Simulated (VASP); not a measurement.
# Al3Ni5 (Amm2) in VASP: notebook

The runs below take Al3Ni5 through single point, with PBEsol.

Everything below comes from runs of VASP 6.6.1. Logs are shortened: lines on timing, memory, paths and dates and some standing lists are left out, and cuts for length are marked.

**1. The cell of the first run**

It takes space group Amm2 (No. 38, orthorhombic). The conventional cell has a = 3.720 Å, b = 6.587 Å, c = 7.384 Å, α = 90.00°, β = 90.00°, γ = 90.00°. Al (site symmetry mm2) has 8 Ni at 2.38 to 2.55 Å and 4 Al at 2.71 to 2.85 Å within 3.1 Å. Within 3.4 Å of Al (site symmetry mm2) lie 10 Ni at 2.44 to 2.54 Å and 5 Al at 2.71 to 3.32 Å. Al (site symmetry mm2) has 10 Ni at 2.44 to 2.54 Å and 5 Al at 2.85 to 3.32 Å within 3.4 Å. Ni (site symmetry mm2) has 6 Al at 2.47 to 3.29 Å and 8 Ni at 2.47 to 2.60 Å within 3.3 Å. Within 3.3 Å of Ni (site symmetry m) lie 6 Al at 2.40 to 2.55 Å and 8 Ni at 2.47 to 3.29 Å. Within 3.1 Å of Ni (site symmetry m) lie 6 Al at 2.38 to 2.54 Å and 7 Ni at 2.60 to 2.95 Å.

**2. Single point, PBEsol (atom 1 (Al) moved -0.100 Å along Cartesian [0 1 0])**

File INCAR:

```
SYSTEM = Al3Ni5
ALGO = Fast
EDIFF = 1E-6
ENCUT = 520
GGA = PS
ISIF = 2
ISMEAR = 0
LASPH = .True.
LCHARG = .False.
LREAL = .False.
LWAVE = .False.
NBANDS = 40
NELM = 60
PREC = Accurate
SIGMA = 0.15
```

File KPOINTS:

```
k-points
0
Gamma
  8 8 10
  0 0 0
```

File POSCAR:

```
Al3Ni5
1.0
    3.2933322760     -3.6919375971      0.0000000000
    3.2933322760      3.6919375971      0.0000000000
    0.0000000000      0.0000000000      3.7203545651
Al Ni
3 5
Direct
    0.5135430241      0.4864569759      0.0000000000
    0.7796888787      0.2203111213      0.5000000000
    0.2203111213      0.7796888787      0.5000000000
    0.0000000000      0.0000000000      0.0000000000
    0.0000000000      0.5000000000      0.0000000000
    0.5000000000      0.0000000000      0.0000000000
    0.2762373066      0.2762373066      0.5000000000
    0.7237626934      0.7237626934      0.5000000000
```

Potentials or basis: VASP PAW PBE potentials, release 64 (Al, Ni).

Command:

```console
$ cat potpaw_PBE.64/Al/POTCAR potpaw_PBE.64/Ni/POTCAR > POTCAR
$ mpirun -np 1 vasp_std > vasp.out
```

OUTCAR:

```text
SYSTEM = Al3Ni5
   EDIFF = 1E-6
   ENCUT = 520
   GGA = PS
   ISIF = 2
   ISMEAR = 0
   LASPH = .True.
   LREAL = .False.
   NELM = 60
   PREC = Accurate

 ion  position               nearest neighbor table
   1  0.514  0.486  0.000-   7 2.38   8 2.38   7 2.38   8 2.38   5 2.40   6 2.40   6 2.55   5 2.55
                             2 2.71   2 2.71   3 2.85   3 2.85
   2  0.780  0.220  0.500-   7 2.44   8 2.44   4 2.47   4 2.47   6 2.49   5 2.49   5 2.49   6 2.49
                             8 2.54   7 2.54   1 2.71   1 2.71   3 3.25   3 3.32   3 3.32
   3  0.220  0.780  0.500-   7 2.44   8 2.44   4 2.47   4 2.47   6 2.49   5 2.49   5 2.49   6 2.49
                             8 2.54   7 2.54   1 2.85   1 2.85   2 3.25   2 3.32   2 3.32
   4  0.000  0.000  0.000-   2 2.47   3 2.47   2 2.47   3 2.47   5 2.47   6 2.47   5 2.47   6 2.47
                             7 2.60   8 2.60   7 2.60   8 2.60
   5  0.000  0.500  0.000-   1 2.40   4 2.47   4 2.47   2 2.49   2 2.49   3 2.49   3 2.49   1 2.55
                             8 2.63   7 2.63   8 2.63   7 2.63
   6  0.500  0.000  0.000-   1 2.40   4 2.47   4 2.47   2 2.49   2 2.49   3 2.49   3 2.49   1 2.55
                             7 2.63   8 2.63   7 2.63   8 2.63
   7  0.276  0.276  0.500-   1 2.38   1 2.38   3 2.44   2 2.44   2 2.54   3 2.54   4 2.60   4 2.60
                             5 2.63   6 2.63   5 2.63   6 2.63   8 2.95
   8  0.724  0.724  0.500-   1 2.38   1 2.38   3 2.44   2 2.44   2 2.54   3 2.54   4 2.60   4 2.60
                             5 2.63   6 2.63   5 2.63   6 2.63   7 2.95

  LATTYP: Found a base centered orthorhombic cell.
 ALAT       =     6.5866645520
 B/A-ratio  =     1.1210340432
 C/A-ratio  =     0.5648313400

  Lattice vectors:

 A1 = (   3.2933322760,  -3.6919375971,   0.0000000000)
 A2 = (   3.2933322760,   3.6919375971,   0.0000000000)
 A3 = (   0.0000000000,   0.0000000000,   3.7203545651)

Analysis of symmetry for initial positions (statically):
=====================================================================
 Subroutine PRICEL returns:
 Original cell was already a primitive cell.

 Routine SETGRP: Setting up the symmetry group for a
 base centered orthorhombic supercell.

 Subroutine GETGRP returns: Found  4 space group operations
 (whereof  4 operations were pure point group operations)
 out of a pool of  8 trial point group operations.

The static configuration has the point symmetry C_2v.

Analysis of symmetry for dynamics (positions and initial velocities):
=====================================================================
 Subroutine PRICEL returns:
 Original cell was already a primitive cell.

 Routine SETGRP: Setting up the symmetry group for a
 base centered orthorhombic supercell.

 Subroutine GETGRP returns: Found  4 space group operations
 (whereof  4 operations were pure point group operations)
 out of a pool of  8 trial point group operations.

The dynamic configuration has the point symmetry C_2v.

 Subroutine INISYM returns: Found  4 space group operations
 (whereof  4 operations are pure point group operations),
 and found     1 'primitive' translations

----------------------------------------------------------------------------------------

                                     Primitive cell

  volume of cell :      90.4699

  direct lattice vectors                    reciprocal lattice vectors
     3.293332276 -3.691937597  0.000000000     0.151821911 -0.135430241  0.000000000
     3.293332276  3.691937597  0.000000000     0.151821911  0.135430241  0.000000000
     0.000000000  0.000000000  3.720354565     0.000000000  0.000000000  0.268791585

  length of vectors
     4.947367047  4.947367047  3.720354565     0.203448379  0.203448379  0.268791585

  position of ions in fractional coordinates (direct lattice)
     0.513543024  0.486456976  0.000000000
     0.779688879  0.220311121  0.500000000
     0.220311121  0.779688879  0.500000000
     0.000000000  0.000000000  0.000000000
     1.000000000  0.500000000  0.000000000
     0.500000000  1.000000000  0.000000000
     0.276237307  0.276237307  0.500000000
     0.723762693  0.723762693  0.500000000

  ion indices of the primitive-cell ions
   primitive index   ion index
                 1           1
                 2           2
                 3           3
                 4           4
                 5           5
                 6           6
                 7           7
                 8           8

----------------------------------------------------------------------------------------

 KPOINTS: k-points

Automatic generation of k-mesh.
 Grid dimensions read from file:
 generate k-points for:    8    8   10

 Generating k-lattice:

  Cartesian coordinates                     Fractional coordinates (reciprocal lattice)
     0.018977739 -0.016928780  0.000000000     0.125000000 -0.000000000  0.000000000
[... 68 lines left out ...]
   LORBIT       =      0    0 simple, 1 ext, 2 COOP (PROOUT), +10 PAW based schemes
   GGA     = PS    functional components
   LHFCALC =     F    Hartree Fock is set to
   AEXX    =    0.0000 exact exchange contribution
   IVDW    =     0    specifies the selected vdW correction
   LEPSILON=     F    determine dielectric tensor
   LRPA    =     F    only Hartree local field effects (RPA)
 non-spin polarized calculation
 RMM-DIIS sequential band-by-band and
 Gauss-broadening in eV      SIGMA  =   0.15
  energy-cutoff  :      520.00
  volume of cell :       90.47
 maximum number of plane-waves:      2461
 NGX is ok and might be reduce to    40
   NGX = 19   NGY = 19   NGZ = 13

 number of electron      58.9999930 magnetization

 Free energy of the ion-electron system (eV)
  ---------------------------------------------------
  ext. energy  EPLUGINS =         0.00000000
  ---------------------------------------------------
  free energy    TOTEN  =       -47.58880276 eV

  energy without entropy =      -47.54576505  energy(sigma->0) =      -47.56728390

 E-fermi :  10.0646     XC(G=0): -12.6252

 val. band max:       10.0641395706   @ k =   0.5000   0.3750   0.5000
 cond. band min:      10.0681703797   @ k =  -0.3750   0.3750   0.4000
 fundamental gap:      0.0040308091
 Fermi energy:        10.0645862721

 k-point     1 :       0.0000    0.0000    0.0000
  band No.  band energies     occupation
      1      -0.8174      2.00000
      2       3.9226      2.00000
      3       4.1457      2.00000
      4       4.9831      2.00000
      5       5.6091      2.00000
      6       5.7588      2.00000
[... 32 lines left out ...]
     39      17.0517      0.00000
     40      17.0756      0.00000

 k-point     2 :       0.1250    0.0000    0.0000
  band No.  band energies     occupation
      1      -0.7191      2.00000
      2       3.3866      2.00000
      3       4.3126      2.00000
      4       5.0113      2.00000
      5       5.5496      2.00000
      6       6.0012      2.00000
[... 32 lines left out ...]
     39      17.2022      0.00000
     40      17.5049      0.00000

 k-point     3 :       0.2500    0.0000    0.0000
  band No.  band energies     occupation
      1      -0.4278      2.00000
      2       2.4922      2.00000
      3       4.5013      2.00000
      4       5.1051      2.00000
      5       5.5996      2.00000
      6       6.0367      2.00000
[... 32 lines left out ...]
     39      17.4635      0.00000
     40      18.2197      0.00000

 k-point     4 :       0.3750    0.0000    0.0000
  band No.  band energies     occupation
      1       0.0408      2.00000
      2       1.5939      2.00000
      3       4.7476      2.00000
      4       5.1615      2.00000
      5       5.5714      2.00000
      6       6.0715      2.00000
[... 32 lines left out ...]
     39      17.2846      0.00000
     40      17.5764      0.00000
[... 772 lines left out ...]
     39      16.8060      0.00000
     40      17.1011      0.00000

 k-point    23 :       0.1250    0.0000    0.1000
  band No.  band energies     occupation
      1      -0.6089      2.00000
      2       3.4521      2.00000
      3       4.3503      2.00000
      4       5.0750      2.00000
      5       5.5533      2.00000
      6       6.0568      2.00000
[... 32 lines left out ...]
     39      17.3512      0.00000
     40      17.6247      0.00000

 k-point    24 :       0.2500    0.0000    0.1000
  band No.  band energies     occupation
      1      -0.3189      2.00000
      2       2.5791      2.00000
      3       4.5419      2.00000
      4       5.1573      2.00000
      5       5.6221      2.00000
      6       6.0689      2.00000
[... 32 lines left out ...]
     39      17.3097      0.00000
     40      17.5630      0.00000

 [... further k-points ...]
[... 5 lines left out ...]
  --------------------------------------------------------------------------------------
  -------------------------------------------------------------------------------------
  Total        0.1041397      0.3070970      0.2688512      0.0000000      0.0000000      0.0000000
  in kB        1.8442617      5.4385358      4.7612204      0.0000000      0.0000000      0.0000000
  external PRESSURE =       4.0146726 kB  Pullay stress =       0.0000000 kB

 VOLUME and BASIS-vectors are now :
 -----------------------------------------------------------------------------
  energy-cutoff  :      520.00
  volume of cell :       90.47
      direct lattice vectors                 reciprocal lattice vectors
     3.293332276 -3.691937597  0.000000000     0.151821911 -0.135430241  0.000000000
     3.293332276  3.691937597  0.000000000     0.151821911  0.135430241  0.000000000
     0.000000000  0.000000000  3.720354565     0.000000000  0.000000000  0.268791585

 POSITION                                       TOTAL-FORCE (eV/Angst)
 -----------------------------------------------------------------------------------
      3.29333     -0.10000      0.00000         0.000000      0.853465      0.000000
      3.29333     -2.06519      1.86018         0.000000     -0.198137      0.000000
      3.29333      2.06519      1.86018         0.000000     -0.136638      0.000000
      0.00000      0.00000      0.00000         0.000000      0.011498      0.000000
      1.64667      1.84597      0.00000         0.247753     -0.263157      0.000000
      1.64667     -1.84597      0.00000        -0.247753     -0.263157      0.000000
      1.81948      0.00000      1.86018         0.011486     -0.001937      0.000000
      4.76718      0.00000      1.86018        -0.011486     -0.001937      0.000000
 -----------------------------------------------------------------------------------
    total drift:                               -0.000000      0.000015      0.000000

  FREE ENERGIE OF THE ION-ELECTRON SYSTEM (eV)
  ---------------------------------------------------
  free  energy   TOTEN  =       -47.5888027557 eV

  energy  without entropy=      -47.5457650513  energy(sigma->0) =      -47.56728390
```

Wall time 5.1 min (1 thread of Intel Xeon 6975P-C (Granite Rapids), shared host); peak memory 0.44 GiB.

Results:

```
Free energy            : -47.5888 eV
Pressure               : 0.4 GPa
Largest force          : 0.853 eV/Å
Band gap on the k mesh : zero (an odd number of electrons rules out a gap without spin polarisation)
```

Forces on the atoms (eV/Å):
```
Al   0.000  0.853  0.000
Al   0.000 -0.198  0.000
Al   0.000 -0.137  0.000
Ni   0.000  0.011  0.000
Ni   0.248 -0.263  0.000
Ni  -0.248 -0.263  0.000
Ni   0.011 -0.002  0.000
Ni  -0.011 -0.002  0.000
```

Levels at points of the mesh, in eV from the Fermi level:
| k point | band 26 | band 27 | band 28 | band 29 | band 30 | band 31 | band 32 | band 33 |
| --- | --- | --- | --- | --- | --- | --- | --- | --- |
| (0.00, 0.00, 0.00) | -0.97 | -0.86 | -0.73 | -0.66 | -0.55 | 0.08 | 0.45 | 1.99 |
| (0.50, 0.00, 0.00) | -1.00 | -0.99 | -0.76 | -0.31 | -0.26 | 1.14 | 1.99 | 2.24 |
| (0.50, 0.50, 0.00) | -1.12 | -1.07 | -1.03 | -0.55 | 3.09 | 3.34 | 3.56 | 3.70 |
| (0.00, 0.00, 0.50) | -1.43 | -1.21 | -1.10 | -0.72 | -0.71 | -0.35 | 2.14 | 2.49 |
| (0.50, 0.00, 0.50) | -1.23 | -1.15 | -1.10 | -0.56 | 0.69 | 0.94 | 0.98 | 1.07 |
| (0.50, 0.50, 0.50) | -1.34 | -1.26 | -1.25 | -1.05 | -0.14 | -0.12 | 0.11 | 0.15 |

Caveat: the cell differs from its parent crystal (atom 1 (Al) moved -0.100 Å along Cartesian [0 1 0]); the PAW data sets were made with another functional, which shifts forces and pressure a little. Spin polarisation is off, so any magnetic state and its effect on volume and gap are missing.

**3. Single point, PBEsol (atom 1 (Al) moved +0.067 Å along Cartesian [0 1 0])**

File INCAR:

```
ALGO = Fast
EDIFF = 1E-6
ENCUT = 520
GGA = PS
ISIF = 2
ISMEAR = 0
LASPH = T
LCHARG = F
LREAL = F
LWAVE = F
NBANDS = 40
NELM = 80
PREC = Accurate
SIGMA = 0.15
```

File KPOINTS:

```
k-points
0
Gamma
  8 8 10
```

Changes to POSCAR since step 2:

```diff
@@ -8,3 +8,3 @@
 Direct
-    0.5135430241      0.4864569759      0.0000000000
+    0.4909668029      0.5090331971      0.0000000000
     0.7796888787      0.2203111213      0.5000000000
```

Potentials or basis: VASP PAW PBE potentials, release 64 (Al, Ni).

Command:

```console
$ cat potpaw_PBE.64/Al/POTCAR potpaw_PBE.64/Ni/POTCAR > POTCAR
$ mpirun -np 1 vasp_std > vasp.out
```

It took 4.5 min on 1 thread of Intel Xeon 6975P-C (Granite Rapids), shared host; peak memory 0.44 GiB.

The run converged. Its results:

```yaml
Free_energy: -47.6124 eV
Pressure: 0.3 GPa
Largest_force: 0.566 eV/Å
Band_gap_on_the_k_mesh: zero (an odd number of electrons rules out a gap without spin polarisation)
```

Forces on the atoms (eV/Å):
```
Al   0.000 -0.566  0.000
Al   0.000  0.094  0.000
Al   0.000  0.128  0.000
Ni   0.000 -0.008  0.000
Ni  -0.164  0.175  0.000
Ni   0.164  0.175  0.000
Ni   0.003  0.001  0.000
Ni  -0.003  0.001  0.000
```

Stress tensor (GPa, compression positive):
```
0.07 0.00 0.00
0.00 0.41 0.00
0.00 0.00 0.41
```

Levels at points of the mesh, in eV from the Fermi level:
```tsv
k point	band 25	band 26	band 27	band 28	band 29	band 30	band 31	band 32	band 33	band 34
(0.00, 0.00, 0.00)	-1.07	-0.97	-0.86	-0.73	-0.67	-0.55	0.08	0.45	1.99	4.16
(0.50, 0.00, 0.00)	-1.04	-1.00	-0.99	-0.76	-0.31	-0.27	1.13	2.00	2.24	3.61
(0.50, 0.50, 0.00)	-1.24	-1.12	-1.08	-1.03	-0.55	3.11	3.32	3.56	3.70	3.75
(0.00, 0.00, 0.50)	-1.60	-1.43	-1.21	-1.10	-0.71	-0.71	-0.35	2.14	2.48	2.74
(0.50, 0.00, 0.50)	-1.43	-1.23	-1.15	-1.09	-0.56	0.69	0.96	0.98	1.05	2.81
(0.50, 0.50, 0.50)	-1.38	-1.34	-1.26	-1.25	-1.05	-0.15	-0.12	0.11	0.15	6.44
```

Caveat: the cell differs from its parent crystal (atom 1 (Al) moved +0.067 Å along Cartesian [0 1 0]); the PAW data sets were made with another functional, which shifts forces and pressure a little.

**4. Single point, PBEsol (atom 1 (Al) moved -0.033 Å along Cartesian [0 1 0])**

File INCAR:

```
ALGO = Fast
EDIFF = 1E-7
ENCUT = 520
GGA = PS
ISIF = 2
ISMEAR = 0
LASPH = True
LCHARG = False
LREAL = False
LWAVE = False
NBANDS = 40
NELM = 60
PREC = Accurate
SIGMA = 0.15
```

KPOINTS is that of step 3.

Changes to POSCAR since step 3:

```diff
@@ -8,3 +8,3 @@
 Direct
-    0.4909668029      0.5090331971      0.0000000000
+    0.5045098270      0.4954901730      0.0000000000
     0.7796888787      0.2203111213      0.5000000000
```

Command:

```console
$ cat potpaw_PBE.64/Al/POTCAR potpaw_PBE.64/Ni/POTCAR > POTCAR
$ mpirun -np 1 vasp_std > vasp.out
```

Wall time 4.3 min (1 thread of Intel Xeon 6975P-C (Granite Rapids), shared host); peak memory 0.44 GiB.

The run converged. Its results:

```
Free energy            : -47.6266 eV
Pressure               : 0.3 GPa
Largest force          : 0.282 eV/Å
Band gap on the k mesh : zero (an odd number of electrons rules out a gap without spin polarisation)
```

Forces on the atoms (eV/Å):
```
Al   0.000  0.282  0.000
Al   0.000 -0.064  0.000
Al   0.000 -0.046  0.000
Ni   0.000  0.004  0.000
Ni   0.081 -0.087  0.000
Ni  -0.081 -0.087  0.000
Ni  -0.003  0.000  0.000
Ni   0.003  0.000  0.000
```

Stress tensor (GPa, compression positive):
```
0.01 0.00 0.00
0.00 0.36 0.00
0.00 0.00 0.39
```

Levels at points of the mesh, in eV from the Fermi level:
| k point | band 26 | band 27 | band 28 | band 29 | band 30 | band 31 | band 32 | band 33 |
| --- | --- | --- | --- | --- | --- | --- | --- | --- |
| (0.00, 0.00, 0.00) | -0.97 | -0.86 | -0.73 | -0.67 | -0.55 | 0.09 | 0.45 | 1.99 |
| (0.50, 0.00, 0.00) | -1.00 | -0.99 | -0.76 | -0.31 | -0.27 | 1.13 | 2.00 | 2.24 |
| (0.50, 0.50, 0.00) | -1.12 | -1.08 | -1.03 | -0.55 | 3.13 | 3.31 | 3.56 | 3.71 |
| (0.00, 0.00, 0.50) | -1.42 | -1.21 | -1.10 | -0.71 | -0.71 | -0.34 | 2.15 | 2.48 |
| (0.50, 0.00, 0.50) | -1.23 | -1.15 | -1.09 | -0.56 | 0.69 | 0.97 | 0.98 | 1.03 |
| (0.50, 0.50, 0.50) | -1.34 | -1.26 | -1.25 | -1.05 | -0.15 | -0.12 | 0.11 | 0.15 |

Caveat: the cell differs from its parent crystal (atom 1 (Al) moved -0.033 Å along Cartesian [0 1 0]); the PAW data sets were made with another functional, which shifts forces and pressure a little. Spin polarisation is off, so any magnetic state and its effect on volume and gap are missing.

**5. Summary**

```tsv
cell	further INCAR settings	gap on the mesh (eV)	pressure (GPa)	largest force (eV/Å)
as given, atomic positions A	ALGO = Fast; EDIFF = 1e-06; NBANDS = 40	none	0.4	0.85
as given, atomic positions B	ALGO = Fast; EDIFF = 1e-06; NBANDS = 40	none	0.3	0.57
as given, atomic positions C	ALGO = Fast; EDIFF = 1e-07; NBANDS = 40	none	0.3	0.28
```

Alike in all rows: task single point; level PBEsol; potentials or basis VASP PAW PBE potentials, release 64 (Al, Ni); no spin polarisation; k mesh 8 × 8 × 10; cutoff (eV) 520; smearing gaussian 0.15 eV.

Caveats: the PAW data sets were made with another functional, which shifts forces and pressure a little.

Total energies depend on the potentials used, so only differences within one code and one set of settings carry meaning.
